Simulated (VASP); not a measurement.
A run of VASP 6.6.1:

File INCAR:

```
PREC = Accurate ; ENCUT = 520
EDIFF = 1E-8 ; ISMEAR = 0
SIGMA = 0.01 ; LREAL = False
LASPH = True ; NELM = 80
ALGO = Normal ; ISIF = 2
LWAVE = False ; LCHARG = True
GGA = PE ; NBANDS = 16
IBRION = 8 ; NSW = 1
LEPSILON = True
```

The input KPOINTS:

```
regular mesh
0
Gamma
  10 10 10
```

The input POSCAR:

```
GaN
1.0
    0.0000000000      2.2285221400      2.2285221400
    2.2285221400      0.0000000000      2.2285221400
    2.2285221400      2.2285221400      0.0000000000
Ga N
1 1
Direct
    0.0000000000      0.0000000000      0.0000000000
    0.7500000000      0.7500000000      0.7500000000
```

Potentials or basis: VASP PAW PBE potentials, release 64 (Ga_d, N).

Command:

```console
$ cat potpaw_PBE.64/Ga_d/POTCAR potpaw_PBE.64/N/POTCAR > POTCAR
$ mpirun -np 1 vasp_std > vasp.out
```

Hardware: 1 thread of Intel(R) Xeon(R) 6975P-C (Granite Rapids) (shared host).

Problem. How long does it take, and how much memory?

Solution. Run time: 2.6 min on 1 thread of Intel(R) Xeon(R) 6975P-C (Granite Rapids) (shared host), peak memory 0.27 GiB. Counts: scf iterations 153, k points 47.
